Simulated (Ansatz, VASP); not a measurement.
# One calculation of Ge, two programs

```
Ge
1.0
     4.00068    0.00000    0.00000
     2.00034    3.46469    0.00000
     2.00034    1.15490    3.26654
Ge
2
Direct
  0.00000 0.00000 0.00000
  0.25000 0.25000 0.25000
```

Alike in both runs: task single point; functional PBE; k mesh 7 × 7 × 7; no spin polarisation.

|  | VASP | Ansatz |
| --- | --- | --- |
| version | VASP 6.6.1 | Ansatz 0.2.0 |
| potentials or method | VASP PAW PBE potentials, release 64 (Ge_d), cutoff 500 eV | plane waves, PAW |
| occupations | gaussian, width 0.01 eV | fixed |
| valence electrons in the cell | 28 | 28 |

|  | VASP | Ansatz | Ansatz less VASP |
| --- | --- | --- | --- |
| gap on the k mesh at the Fermi level (eV) | 0.03 | 0.03 | -0.005 |
